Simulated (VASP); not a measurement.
# ErC3 (C2/m) in VASP: a series of runs, part 2 of 2

VASP 6.6.1. The steps go on from the part before.

## (3) Single point, PBE (14.04 Å³/atom)

This run uses another cell than the first one, of 14.04 Å³/atom.

File INCAR:

```
SYSTEM = ErC3
PREC = Accurate
ENCUT = 600
EDIFF = 1E-6
ISMEAR = 0
SIGMA = 0.1
LREAL = .False.
LASPH = .True.
NELM = 200
ALGO = Normal
ISIF = 2
LWAVE = .False.
LCHARG = .True.
GGA = PE
LELF = .True.
LVHAR = .True.
NBANDS = 18
GGA_COMPAT = .False.
LMAXMIX = 6
```

File KPOINTS:

```
Automatic mesh
0
Gamma
  12 12 8
  0 0 0
```

File POSCAR:

```
ErC3
1.0
    3.0658659081     -1.7661321630      0.0289126008
    3.0658659081      1.7661321630      0.0289126008
   -2.0975253440      0.0000000000      5.1672770273
Er C
1 3
Direct
    0.0000000000      0.0000000000      0.5000000000
    0.5000000000      0.5000000000      0.0000000000
    0.5839592271      0.5839592271      0.2510340168
    0.4160407729      0.4160407729      0.7489659832
```

Potentials or basis: VASP PAW PBE potentials, release 64 (Er_3, C), 4f in core.

Started as:

```bash
cat potpaw_PBE.64/Er_3/POTCAR potpaw_PBE.64/C/POTCAR > POTCAR
mpirun -np 1 vasp_std > vasp.out
```

OUTCAR:

```text
SYSTEM = ErC3
   PREC = Accurate
   ENCUT = 600
   EDIFF = 1E-6
   ISMEAR = 0
   LREAL = .False.
   LASPH = .True.
   NELM = 200
   ISIF = 2
   GGA = PE

 ion  position               nearest neighbor table
   1  0.000  0.000  0.500-   3 2.42   4 2.42   3 2.42   3 2.42   4 2.42   4 2.42
   2  0.500  0.500  0.000-   3 1.30   4 1.30
   3  0.584  0.584  0.251-   2 1.30   1 2.42   1 2.42   1 2.42
   4  0.416  0.416  0.749-   2 1.30   1 2.42   1 2.42   1 2.42

  LATTYP: Found a base centered monoclinic cell.
 ALAT       =     6.1320044700
 B/A-ratio  =     0.5760374676
 C/A-ratio  =     0.9094530345
 COS(beta)  =    -0.3673639569

  Lattice vectors:

 A1 = (   3.0658659081,  -1.7661321630,   0.0289126008)
 A2 = (   3.0658659081,   1.7661321630,   0.0289126008)
 A3 = (  -2.0975253440,   0.0000000000,   5.1672770273)

Analysis of symmetry for initial positions (statically):
=====================================================================
 Subroutine PRICEL returns:
 Original cell was already a primitive cell.

 Routine SETGRP: Setting up the symmetry group for a
 base centered monoclinic supercell.

 Subroutine GETGRP returns: Found  4 space group operations
 (whereof  4 operations were pure point group operations)
 out of a pool of  4 trial point group operations.

The static configuration has the point symmetry C_2h.

Analysis of symmetry for dynamics (positions and initial velocities):
=====================================================================
 Subroutine PRICEL returns:
 Original cell was already a primitive cell.

 Routine SETGRP: Setting up the symmetry group for a
 base centered monoclinic supercell.

 Subroutine GETGRP returns: Found  4 space group operations
 (whereof  4 operations were pure point group operations)
 out of a pool of  4 trial point group operations.

The dynamic configuration has the point symmetry C_2h.

 Subroutine INISYM returns: Found  4 space group operations
 (whereof  4 operations are pure point group operations),
 and found     1 'primitive' translations

----------------------------------------------------------------------------------------

                                     Primitive cell

  volume of cell :      56.1730

  direct lattice vectors                    reciprocal lattice vectors
     3.065865908 -1.766132163  0.028912601     0.162464139 -0.283104521  0.065948206
     3.065865908  1.766132163  0.028912601     0.162464139  0.283104521  0.065948206
    -2.097525344  0.000000000  5.167277027    -0.001818080  0.000000000  0.192787522

  length of vectors
     3.538303622  3.538303622  5.576770073     0.333004403  0.333004403  0.192796094

  position of ions in fractional coordinates (direct lattice)
     0.000000000  0.000000000  0.500000000
     0.500000000  0.500000000  0.000000000
     0.583959227  0.583959227  0.251034017
     0.416040773  0.416040773  0.748965983

  ion indices of the primitive-cell ions
   primitive index   ion index
                 1           1
                 2           2
                 3           3
                 4           4

----------------------------------------------------------------------------------------

 KPOINTS: Automatic mesh

Automatic generation of k-mesh.
[... 22 lines left out ...]
            Coordinates               Weight
  0.000000  0.000000  0.000000      1.000000
  0.083333  0.000000  0.000000      4.000000
  0.166667  0.000000  0.000000      4.000000
  0.250000 -0.000000  0.000000      4.000000
  0.333333 -0.000000  0.000000      4.000000
  0.416667 -0.000000  0.000000      4.000000
[... 16 lines left out ...]
  0.500000  0.166667  0.000000      4.000000
 -0.416667  0.166667 -0.000000      4.000000
 [... further k-points ...]
   k-points           NKPTS =    320   k-points in BZ     NKDIM =    320   number of bands    NBANDS=     18
   number of dos      NEDOS =    301   number of ions     NIONS =      4
   total plane-waves  NPLWV =  37632
   dimension x,y,z NGX =    28 NGY =   28 NGZ =   48
   dimension x,y,z NGXF=    56 NGYF=   56 NGZF=   96
   ions per type =               1   3
   NGX,Y,Z   is equivalent  to a cutoff of  13.16, 13.16, 14.31 a.u.
   NGXF,Y,Z  is equivalent  to a cutoff of  26.31, 26.31, 28.62 a.u.
 SYSTEM =  ErC3
   PREC   = accura    normal or accurate (medium, high low for compatibility)
   ISTART =      0    job   : 0-new  1-cont  2-samecut
   ICHARG =      2    charge: 1-file 2-atom 10-const
   ISPIN  =      1    spin polarized calculation?
   LNONCOLLINEAR =      F non collinear calculations
   LSORBIT =      F    spin-orbit coupling
   LASPH  =      T    aspherical Exc in radial PAW
   ENCUT  =  600.0 eV  44.10 Ry    6.64 a.u.   7.07  7.07 11.14*2*pi/ulx,y,z
   NELM   =    200;   NELMIN=  2; NELMDL= -5     # of ELM steps
   EDIFF  = 0.1E-05   stopping-criterion for ELM
   LREAL  =      F    real-space projection
   EDIFFG = 0.1E-04   stopping-criterion for IOM
   NSW    =      0    number of steps for IOM
   IBRION =     -1    ionic relax: 0-MD 1-quasi-New 2-CG
   NFREE  =      0    steps in history (QN), initial steepest desc. (CG)
   ISIF   =      2    stress and relaxation
   ISYM   =      2    0-nonsym 1-usesym 2-fastsym
   POTIM  = 0.5000    time-step for ionic-motion
   TEBEG  =    0.0;   TEEND  =   0.0 temperature during run
   PSTRESS=    0.0 pullay stress
   NELECT =      21.0000    total number of electrons
   NUPDOWN=      -1.0000    fix difference up-down
   EMIN   =  10.00;   EMAX   =-10.00  energy-range for DOS
   EFERMI =   0.00;   METHOD = LEGACY
   ISMEAR =     0;   SIGMA  =   0.10  broadening in eV -4-tet -1-fermi 0-gaus
   EFERMI_NEDOS =   21; number of points for ismear=-14 and -15
   IALGO  =     38    algorithm
   IMIX   =      4    mixing-type and parameters
     AMIX     =   0.40;   BMIX     =  1.00
     AMIX_MAG =   1.60;   BMIX_MAG =  1.00
  volume/ion in A,a.u.               =      14.04        94.77
  Fermi-wavevector in a.u.,A,eV,Ry     =   1.179339  2.228628 18.923544  1.390841
  Thomas-Fermi vector in A             =   2.315652
   LORBIT       =      0    0 simple, 1 ext, 2 COOP (PROOUT), +10 PAW based schemes
   GGA     = PE    functional components
   LHFCALC =     F    Hartree Fock is set to
   AEXX    =    0.0000 exact exchange contribution
   IVDW    =     0    specifies the selected vdW correction
   LEPSILON=     F    determine dielectric tensor
   LRPA    =     F    only Hartree local field effects (RPA)
 non-spin polarized calculation
 Gauss-broadening in eV      SIGMA  =   0.10
  energy-cutoff  :      600.00
  volume of cell :       56.17
 maximum number of plane-waves:      1894
   NGX = 15   NGY = 15   NGZ = 23

 number of electron      21.0000001 magnetization

 Free energy of the ion-electron system (eV)
  ---------------------------------------------------
  ext. energy  EPLUGINS =         0.00000000
  ---------------------------------------------------
  free energy    TOTEN  =       -31.09081659 eV

  energy without entropy =      -31.08087943  energy(sigma->0) =      -31.08584801

 E-fermi :   2.3332     XC(G=0): -10.0650

 val. band max:        2.3297125562   @ k =  -0.4167   0.4167   0.3750
 cond. band min:       2.3364645871   @ k =  -0.0833   0.1667   0.1250
 fundamental gap:      0.0067520309
 Fermi energy:         2.3332185304

 k-point     1 :       0.0000    0.0000    0.0000
  band No.  band energies     occupation
      1     -20.9167      2.00000
      2     -20.5499      2.00000
      3     -20.5491      2.00000
      4     -12.4138      2.00000
      5      -8.8570      2.00000
      6      -4.1922      2.00000
[... 481 lines left out ...]
      5      -8.9574      2.00000
      6      -2.4855      2.00000
[... 10 lines left out ...]
     17      11.1528      0.00000
     18      13.1865      0.00000

 [... further k-points ...]

------------------------ aborting loop because EDIFF is reached ----------------------------------------

  FORCE on cell =-STRESS in cart. coord.  units (eV):
  Direction    XX          YY          ZZ          XY          YZ          ZX
  --------------------------------------------------------------------------------------
  -------------------------------------------------------------------------------------
  Total        2.4701200      2.4710528      2.4893140      0.0000000      0.0000000     -0.0010299
  in kB       70.4532773     70.4798839     71.0007318      0.0000000      0.0000000     -0.0293737
  external PRESSURE =      70.6446310 kB  Pullay stress =       0.0000000 kB

 VOLUME and BASIS-vectors are now :
 -----------------------------------------------------------------------------
  energy-cutoff  :      600.00
  volume of cell :       56.17
      direct lattice vectors                 reciprocal lattice vectors
     3.065865908 -1.766132163  0.028912601     0.162464139 -0.283104521  0.065948206
     3.065865908  1.766132163  0.028912601     0.162464139  0.283104521  0.065948206
    -2.097525344  0.000000000  5.167277027    -0.001818080  0.000000000  0.192787522

 POSITION                                       TOTAL-FORCE (eV/Angst)
 -----------------------------------------------------------------------------------
     -1.04876      0.00000      2.58364        -0.000000     -0.000000      0.000000
      3.06587      0.00000      0.02891        -0.000000      0.000000      0.000000
      3.05413      0.00000      1.33093        -0.000199      0.000000     -0.002238
      0.98008      0.00000      3.89417         0.000199      0.000000      0.002238
 -----------------------------------------------------------------------------------
    total drift:                                0.000000      0.000000     -0.000000

  FREE ENERGIE OF THE ION-ELECTRON SYSTEM (eV)
  ---------------------------------------------------
  free  energy   TOTEN  =       -31.0908165893 eV

  energy  without entropy=      -31.0808794271  energy(sigma->0) =      -31.08584801
```

OSZICAR:

```text
N       E                     dE             d eps       ncg     rms          rms(c)
DAV:   1     0.912941692704E+02    0.91294E+02   -0.10426E+04 16802   0.126E+03
DAV:   2    -0.264654998212E+02   -0.11776E+03   -0.11318E+03 19102   0.412E+02
DAV:   3    -0.344551198903E+02   -0.79896E+01   -0.77839E+01 19464   0.118E+02
DAV:   4    -0.345971144082E+02   -0.14199E+00   -0.14130E+00 19472   0.103E+01
DAV:   5    -0.345988446014E+02   -0.17302E-02   -0.17282E-02 17998   0.956E-01    0.286E+01
DAV:   6    -0.313492906155E+02    0.32496E+01   -0.81659E+00 19942   0.191E+01    0.211E+01
DAV:   7    -0.311129790592E+02    0.23631E+00   -0.15530E+00 19712   0.840E+00    0.871E+00
DAV:   8    -0.310923226580E+02    0.20656E-01   -0.26534E-01 21032   0.411E+00    0.620E-01
DAV:   9    -0.310903045076E+02    0.20182E-02   -0.14613E-02 19366   0.881E-01    0.228E-01
DAV:  10    -0.310906588112E+02   -0.35430E-03   -0.31674E-03 20598   0.431E-01    0.171E-01
DAV:  11    -0.310907994766E+02   -0.14067E-03   -0.58929E-04 19288   0.197E-01    0.343E-02
DAV:  12    -0.310908136670E+02   -0.14190E-04   -0.36157E-05 14970   0.405E-02    0.798E-03
DAV:  13    -0.310908167580E+02   -0.30910E-05   -0.68964E-06 17404   0.199E-02    0.755E-03
DAV:  14    -0.310908165893E+02    0.16874E-06   -0.29607E-07  9642   0.539E-03
   1 F= -.31090817E+02 E0= -.31085848E+02  d E =-.993716E-02
```

Wall time 8.2 min (1 thread of Intel Xeon Platinum 8259CL at 2.50GHz (Skylake/Cascade Lake), shared host); peak memory 0.48 GiB.

What came out:

| Item | Value |
| --- | --- |
| Free energy | -31.0908 eV |
| Pressure | 7.1 GPa |
| Band gap on the k mesh | zero (an odd number of electrons rules out a gap without spin polarisation) |

Forces on the atoms (eV/Å):
```
Er   0.000  0.000  0.000
C    0.000  0.000  0.000
C    0.000  0.000 -0.002
C    0.000  0.000  0.002
```

Caveat: the cell stands under pressure; spin-orbit coupling is left out, which moves the levels of the heavy elements; the 4f electrons are frozen in the core, so they carry no moment and show no levels; an odd number of electrons without spin polarisation forces a metal; a magnetic or distorted state may lie lower. Spin polarisation is off, so any magnetic state and its effect on volume and gap are missing.

## (4) Single point, PBE

This run uses another cell than the first one: it holds 16 atoms, not 4.

File INCAR:

```
SYSTEM = ErC3
PREC = Accurate ; ENCUT = 600
EDIFF = 1E-6 ; ISMEAR = 0
SIGMA = 0.2 ; LREAL = .FALSE.
LASPH = .TRUE. ; NELM = 200
ALGO = Normal ; ISIF = 2
LWAVE = .FALSE. ; LCHARG = .FALSE.
GGA = PE ; NBANDS = 56
GGA_COMPAT = .FALSE. ; LMAXMIX = 6
```

File KPOINTS:

```
regular mesh
0
G
  4 4 4
  0 0 0
```

File POSCAR:

```
ErC3
1.0
    2.1537263631      0.0000000000     -5.1980019741
    0.0000000000     -7.2688882362      0.0000000000
   -6.3013769105      3.6344441181     -0.0603399347
Er C
4 12
Direct
    0.5000000000      0.0000000000      0.0000000000
    0.5000000000      0.5000000000      0.5000000000
    0.5000000000      0.0000000000      0.5000000000
    0.5000000000      0.5000000000      0.0000000000
    1.0000000000      0.7500000000      0.5000000000
    1.0000000000      0.2500000000      0.0000000000
    1.0000000000      0.7500000000      0.0000000000
    1.0000000000      0.2500000000      0.5000000000
    0.7489754020      0.7080888986      0.4161777972
    0.7489754020      0.2080888986      0.9161777972
    0.7489754020      0.7080888986      0.9161777972
    0.7489754020      0.2080888986      0.4161777972
    0.2510245980      0.7919111014      0.5838222028
    0.2510245980      0.2919111014      0.0838222028
    0.2510245980      0.7919111014      0.0838222028
    0.2510245980      0.2919111014      0.5838222028
```

Started as:

```bash
cat potpaw_PBE.64/Er_3/POTCAR potpaw_PBE.64/C/POTCAR > POTCAR
mpirun -np 1 vasp_std > vasp.out
```

It took 15 min on 1 thread of Intel Xeon Platinum 8259CL at 2.50GHz (Skylake/Cascade Lake), shared host; peak memory 0.6 GiB.

The run converged. Its results:

```yaml
Free_energy: -124.7411 eV
Pressure: 0.4 GPa
Largest_force: 0.024 eV/Å
Band_gap_on_the_k_mesh: zero (bands 42 and 43 overlap by 1.12 eV)
```

Forces in eV/Å, atoms in the order of the input:
```
Er   0.000  0.000  0.000
Er   0.000  0.000  0.000
Er   0.000  0.000  0.000
Er   0.000  0.000  0.000
C    0.000  0.000  0.000
C    0.000  0.000  0.000
C    0.000  0.000  0.000
C    0.000  0.000  0.000
C    0.015  0.000  0.019
C    0.015  0.000  0.019
C    0.015  0.000  0.019
C    0.015  0.000  0.019
C   -0.015  0.000 -0.019
C   -0.015  0.000 -0.019
C   -0.015  0.000 -0.019
C   -0.015  0.000 -0.019
```

Stress tensor (GPa, compression positive):
```
 0.41  0.00 -0.08
 0.00  0.48  0.00
-0.08  0.00  0.32
```

Levels at points of the mesh, in eV from the Fermi level:
| k point | band 39 | band 40 | band 41 | band 42 | band 43 | band 44 | band 45 | band 46 |
| --- | --- | --- | --- | --- | --- | --- | --- | --- |
| (0.00, 0.00, 0.00) | -0.87 | -0.49 | -0.11 | -0.11 | 0.79 | 0.79 | 1.82 | 1.82 |
| (0.50, 0.00, 0.00) | -0.50 | -0.50 | -0.11 | 0.80 | 1.42 | 1.42 | 1.82 | 2.69 |
| (0.00, 0.50, 0.00) | -0.26 | -0.26 | -0.22 | -0.22 | -0.09 | -0.09 | 2.97 | 2.97 |
| (0.50, 0.50, 0.00) | -0.33 | -0.33 | -0.22 | -0.22 | 0.29 | 0.29 | 2.94 | 2.94 |
| (0.00, 0.00, 0.50) | -0.52 | -0.52 | -0.45 | -0.45 | -0.32 | -0.32 | 3.24 | 3.24 |
| (0.50, 0.00, 0.50) | -0.18 | -0.18 | -0.16 | -0.16 | 0.79 | 0.79 | 2.60 | 2.60 |

Caveat: spin-orbit coupling is left out, which moves the levels of the heavy elements; the 4f electrons are frozen in the core, so they carry no moment and show no levels. Spin polarisation is off, so any magnetic state and its effect on volume and gap are missing.

## (5) Summary

```csv
cell,k mesh,smearing,gap on the mesh (eV),pressure (GPa),largest force (eV/Å)
"a = 3.487, b = 3.487, c = 5.553 Å, angles 108.4, 108.4, 59.8°, 4 atoms, atomic positions A",12 × 12 × 8,gaussian 0.1 eV,none,11.2,0.01
"a = 3.538, b = 3.538, c = 5.577 Å, angles 108.6, 108.6, 59.9°, 4 atoms, atomic positions B",12 × 12 × 8,gaussian 0.1 eV,none,7.1,-
"a = 5.627, b = 7.269, c = 7.275 Å, angles 120.0, 108.9, 90.0°, 16 atoms, atomic positions C",4 × 4 × 4,gaussian 0.2 eV,none,0.4,0.02
```

Alike in all rows: task single point; level PBE; potentials or basis VASP PAW PBE potentials, release 64 (Er_3, C), 4f in core; no spin polarisation; cutoff (eV) 600.

Caveats: spin-orbit coupling is left out, which moves the levels of the heavy elements; the 4f electrons are frozen in the core, so they carry no moment and show no levels; the cell stands under pressure (at least some runs); an odd number of electrons without spin polarisation forces a metal (at least some runs); a magnetic or distorted state may lie lower (at least some runs).

Absolute energies hang on the potentials; compare differences alone.

The gap in the log of VASP goes by the Fermi energy; the results here count the filled bands.